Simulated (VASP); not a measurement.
# SiO2 (Cristobalite) (P4_12_12) in VASP: a series of runs, part 2 of 2

VASP 6.6.1. The steps go on from the part before.

### 3 Relaxation of cell and atoms, PBEsol

This run uses another cell than the first one, of 15.29 Å³/atom, 1.070 times its volume.

Input file INCAR:

```
SYSTEM = SiO2
PREC = Accurate
ENCUT = 600
EDIFF = 1E-7
ISMEAR = -1
SIGMA = 0.02
LREAL = .False.
LASPH = .True.
NELM = 100
ALGO = Normal
ISIF = 3
LWAVE = .False.
LCHARG = .False.
GGA = PS
IBRION = 2
NSW = 80
EDIFFG = -0.005
```

Input file KPOINTS:

```
regular mesh
0
Gamma
  4 4 4
  0 0 0
```

Input file POSCAR:

```
SiO2
1.0
    5.0836992466      0.0000000000      0.0000000000
    0.0000000000      5.0836992466      0.0000000000
    0.0000000000      0.0000000000      7.1008772140
Si O
4 8
Direct
    0.2938575728      0.2938575728      0.0000000000
    0.2061424272      0.7938575728      0.2500000000
    0.7061424272      0.7061424272      0.5000000000
    0.7938575728      0.2061424272      0.7500000000
    0.2411801029      0.0934526340      0.1742257547
    0.4065473660      0.7411801029      0.4242257547
    0.7588198971      0.9065473660      0.6742257547
    0.5934526340      0.2588198971      0.9242257547
    0.7411801029      0.4065473660      0.5757742453
    0.9065473660      0.7588198971      0.3257742453
    0.2588198971      0.5934526340      0.0757742453
    0.0934526340      0.2411801029      0.8257742453
```

Potentials or basis: VASP PAW PBE potentials, release 64 (Si, O).

Started as:

```sh
$ cat potpaw_PBE.64/Si/POTCAR potpaw_PBE.64/O/POTCAR > POTCAR
$ mpirun -np 1 vasp_std > vasp.out
```

Run time: 48 min. Hardware: 1 thread of Intel Xeon Platinum 8488C (Sapphire Rapids), shared host; peak memory 0.38 GiB.

Results (log left out):

- Free energy: -98.7375 eV
- Relaxed volume: 14.64 Å³/atom
- Relaxed cell: a = 5.015 Å, b = 5.015 Å, c = 6.987 Å, α = 90.00°, β = 90.00°, γ = 90.00°
- Space group after relaxing (to 0.05 Å): P4_12_12 (No. 92)
- Energy gained by relaxing: 1.5 meV/atom
- Ionic steps: 30
- Pressure after relaxing: 0.0 GPa
- Largest force after relaxing: 0.003 eV/Å
- Band gap on the k mesh: 5.57 eV, direct

Forces in eV/Å, atoms in the order of the input:
```
Si  -0.001 -0.001  0.000
Si   0.001 -0.001  0.000
Si   0.001  0.001  0.000
Si  -0.001  0.001  0.000
O   -0.003 -0.001  0.000
O    0.001 -0.003  0.000
O    0.003  0.001  0.000
O   -0.001  0.003  0.000
O   -0.003  0.001  0.000
O    0.001  0.003  0.000
O    0.003 -0.001  0.000
O   -0.001 -0.003  0.000
```

Step by step:
```tsv
step	energy change (eV)	largest force (eV/Å)	pressure (GPa)	volume (Å³)
1	0.0000	0.1002	-1.89	183.52
2	0.0117	0.1799	2.69	178.77
3	-0.0128	0.0155	-0.02	181.51
4	-0.0128	0.0178	0.01	181.47
5	-0.0129	0.0226	0.02	181.41
6	-0.0131	0.0522	0.02	181.25
7	-0.0131	0.0667	0.02	181.18
8	-0.0132	0.0664	0.02	181.17
9	-0.0132	0.0653	0.02	181.16
10	-0.0133	0.0631	0.02	181.12
11	-0.0135	0.0591	0.01	181.06
12	-0.0139	0.0508	0.00	180.92
13	-0.0145	0.0353	-0.03	180.65
14	-0.0156	0.0157	-0.09	180.11
15	-0.0166	0.0708	-0.22	179.04
16	-0.0169	0.0591	-0.20	178.81
17	-0.0176	0.0296	-0.16	178.12
18	-0.0175	0.1014	-0.08	176.75
19	-0.0178	0.0512	-0.12	177.51
20	-0.0179	0.0398	-0.06	177.23
21	-0.0181	0.0298	0.07	176.63
22	-0.0181	0.0334	0.10	176.44
23	-0.0183	0.0256	0.07	176.29
24	-0.0184	0.0176	0.02	176.11
25	-0.0184	0.0158	-0.07	175.74
26	-0.0185	0.0130	-0.02	175.90
27	-0.0185	0.0143	-0.01	175.84
28	-0.0185	0.0169	0.00	175.82
29	-0.0185	0.0072	0.02	175.76
30	-0.0186	0.0033	0.03	175.74
```

Final structure:
```cif
data_structure
_symmetry_space_group_name_H-M 'P 1'
_symmetry_Int_Tables_number 1
_cell_length_a 5.0153
_cell_length_b 5.0153
_cell_length_c 6.9866
_cell_angle_alpha 90.000
_cell_angle_beta 90.000
_cell_angle_gamma 90.000
_cell_volume 175.74
loop_
_atom_site_label
_atom_site_type_symbol
_atom_site_fract_x
_atom_site_fract_y
_atom_site_fract_z
_atom_site_occupancy
Si1 Si 0.30016 0.30016 0.00000 1
Si2 Si 0.19984 0.80016 0.25000 1
Si3 Si 0.69984 0.69984 0.50000 1
Si4 Si 0.80016 0.19984 0.75000 1
O1 O 0.23899 0.10555 0.17988 1
O2 O 0.39444 0.73899 0.42988 1
O3 O 0.76101 0.89445 0.67988 1
O4 O 0.60555 0.26101 0.92988 1
O5 O 0.73899 0.39444 0.57012 1
O6 O 0.89445 0.76101 0.32012 1
O7 O 0.26101 0.60555 0.07012 1
O8 O 0.10555 0.23899 0.82012 1
```

Levels at points of the mesh, in eV from the valence-band top:
```tsv
k point	band 28	band 29	band 30	band 31	band 32	band 33	band 34	band 35	band 36	band 37
(0.00, 0.00, 0.00)	-1.23	-0.67	-0.29	-0.29	0.00	5.57	8.64	8.64	9.02	9.02
(0.50, 0.00, 0.00)	-1.01	-0.64	-0.64	-0.48	-0.48	7.59	7.59	9.10	9.10	9.59
(0.50, 0.50, 0.00)	-1.31	-0.59	-0.59	-0.54	-0.54	8.56	8.56	8.65	8.65	9.61
(0.00, 0.00, 0.50)	-0.81	-0.53	-0.53	-0.39	-0.39	6.81	6.81	9.22	9.22	9.43
(0.50, 0.00, 0.50)	-0.99	-0.92	-0.92	-0.18	-0.18	7.84	7.84	8.87	8.87	9.18
(0.50, 0.50, 0.50)	-1.34	-0.62	-0.62	-0.62	-0.62	9.06	9.06	9.06	9.06	9.65
```

Caveat: the PAW data sets were made with another functional, which shifts forces and pressure a little. A k mesh can miss the band edges.

### 4 Relaxation of cell and atoms, LDA

This run uses another cell than the first one, of 15.29 Å³/atom, 1.070 times its volume.

Input file INCAR:

```
SYSTEM = SiO2
  PREC = Accurate
  ENCUT = 600
  EDIFF = 1E-7
  ISMEAR = -1
  SIGMA = 0.02
  LREAL = .False.
  LASPH = .True.
  NELM = 100
  ALGO = Normal
  ISIF = 3
  LWAVE = .False.
  LCHARG = .False.
  GGA = CA
  IBRION = 2
  NSW = 80
  EDIFFG = -0.005
```

Input file KPOINTS:

```
Automatic mesh
0
Gamma
  4 4 4
  0 0 0
```

POSCAR is that of step 3.

Potentials or basis: VASP PAW LDA potentials, release 64 (Si, O).

Started as:

```sh
$ cat potpaw_LDA.64/Si/POTCAR potpaw_LDA.64/O/POTCAR > POTCAR
$ mpirun -np 1 vasp_std > vasp.out
```

Wall time 39 min (1 thread of Intel Xeon Platinum 8488C (Sapphire Rapids), shared host); peak memory 0.31 GiB.

It converged, with:

```yaml
Free_energy: -103.8223 eV
Relaxed_volume: 13.85 Å³/atom
Relaxed_cell: a = 4.931 Å, b = 4.931 Å, c = 6.836 Å, α = 90.00°, β = 90.00°, γ = 90.00°
Space_group_after_relaxing_to_0.05_Å: P4_12_12 (No. 92)
Energy_gained_by_relaxing: 11.6 meV/atom
Ionic_steps: 42
Pressure_after_relaxing: 0.0 GPa
Largest_force_after_relaxing: 0.005 eV/Å
Band_gap_on_the_k_mesh: 5.57 eV, direct
```

Forces on the atoms (eV/Å):
```
Si   0.004  0.004  0.000
Si  -0.004  0.004  0.000
Si  -0.004 -0.004  0.000
Si   0.004 -0.004  0.000
O   -0.002  0.001 -0.001
O   -0.001 -0.002 -0.001
O    0.002 -0.001 -0.001
O    0.001  0.002 -0.001
O   -0.002 -0.001  0.001
O   -0.001  0.002  0.001
O    0.002  0.001  0.001
O    0.001 -0.002  0.001
```

Step by step:
| step | energy change (eV) | largest force (eV/Å) | pressure (GPa) | volume (Å³) |
| --- | --- | --- | --- | --- |
| 1 | 0.0000 | 0.3121 | -5.47 | 183.52 |
| 3 | -0.1091 | 0.0372 | -0.10 | 177.81 |
| 5 | -0.1096 | 0.0502 | 0.01 | 177.60 |
| 7 | -0.1100 | 0.1108 | 0.00 | 177.40 |
| 9 | -0.1105 | 0.1067 | -0.01 | 177.30 |
| 11 | -0.1127 | 0.0933 | -0.07 | 176.90 |
| 13 | -0.1180 | 0.1181 | -0.34 | 175.29 |
| 15 | -0.1187 | 0.1308 | -0.49 | 174.52 |
| 17 | -0.1237 | 0.2149 | 0.49 | 171.70 |
| 19 | -0.1287 | 0.1432 | 0.69 | 170.19 |
| 21 | -0.1348 | 0.0535 | 0.53 | 167.86 |
| 23 | -0.1364 | 0.0140 | -0.13 | 167.74 |
| 25 | -0.1370 | 0.0798 | -0.09 | 167.42 |
| 27 | -0.1375 | 0.0641 | -0.03 | 167.21 |
| 29 | -0.1385 | 0.0257 | 0.23 | 166.27 |
| 31 | -0.1386 | 0.0178 | 0.10 | 166.36 |
| 33 | -0.1387 | 0.0168 | -0.02 | 166.38 |
| 35 | -0.1387 | 0.0125 | -0.04 | 166.37 |
| 37 | -0.1388 | 0.0078 | 0.01 | 166.22 |
| 39 | -0.1388 | 0.0078 | 0.04 | 166.16 |
| 41 | -0.1388 | 0.0069 | 0.00 | 166.17 |
| 42 | -0.1388 | 0.0050 | -0.03 | 166.18 |

Final structure:
```cif
data_structure
_symmetry_space_group_name_H-M 'P 1'
_symmetry_Int_Tables_number 1
_cell_length_a 4.9306
_cell_length_b 4.9306
_cell_length_c 6.8358
_cell_angle_alpha 90.000
_cell_angle_beta 90.000
_cell_angle_gamma 90.000
_cell_volume 166.18
loop_
_atom_site_label
_atom_site_type_symbol
_atom_site_fract_x
_atom_site_fract_y
_atom_site_fract_z
_atom_site_occupancy
Si1 Si 0.30673 0.30673 0.00000 1
Si2 Si 0.19327 0.80673 0.25000 1
Si3 Si 0.69327 0.69327 0.50000 1
Si4 Si 0.80673 0.19327 0.75000 1
O1 O 0.23652 0.11746 0.18523 1
O2 O 0.38254 0.73652 0.43523 1
O3 O 0.76348 0.88254 0.68523 1
O4 O 0.61746 0.26348 0.93523 1
O5 O 0.73652 0.38254 0.56477 1
O6 O 0.88254 0.76348 0.31477 1
O7 O 0.26348 0.61746 0.06477 1
O8 O 0.11746 0.23652 0.81477 1
```

Levels at points of the mesh, in eV from the valence-band top:
```
           k point  band 30  band 31  band 32  band 33  band 34  band 35
(0.00, 0.00, 0.00)    -0.33    -0.33     0.00     5.57     8.60     8.60
(0.50, 0.00, 0.00)    -0.67    -0.51    -0.51     7.64     7.64     9.01
(0.50, 0.50, 0.00)    -0.60    -0.53    -0.53     8.55     8.55     8.68
(0.00, 0.00, 0.50)    -0.57    -0.39    -0.39     6.86     6.86     9.14
(0.50, 0.00, 0.50)    -0.93    -0.19    -0.19     8.02     8.02     8.83
(0.50, 0.50, 0.50)    -0.59    -0.59    -0.59     9.04     9.04     9.04
```

A k mesh can miss the band edges. LDA usually gives volumes a few per cent too small.

### 5 The runs side by side

```tsv
task	level	potentials or basis	cell	k mesh	cutoff (eV)	smearing	gap on the mesh (eV)	pressure (GPa)	relaxed volume (Å³/atom)
single point	r2SCAN	VASP PAW PBE potentials, release 64 (Si, O)	a = 4.979, b = 4.979, c = 6.915 Å, 12 atoms	6 × 6 × 4	520	gaussian 0.01 eV	6.35	0.2	-
relaxation of cell and atoms	PBEsol	VASP PAW PBE potentials, release 64 (Si, O)	relaxed from a = 5.084, b = 5.084, c = 7.101 Å, 12 atoms	4 × 4 × 4	600	fermi-dirac 0.02 eV	5.57	0.0	14.64
relaxation of cell and atoms	LDA	VASP PAW LDA potentials, release 64 (Si, O)	relaxed from a = 5.084, b = 5.084, c = 7.101 Å, 12 atoms	4 × 4 × 4	600	fermi-dirac 0.02 eV	5.57	0.0	13.85
```

Alike in all rows: no spin polarisation.

Caveats: the PAW data sets were made with another functional, which shifts forces and pressure a little (some runs).

Absolute energies hang on the potentials; compare differences alone.
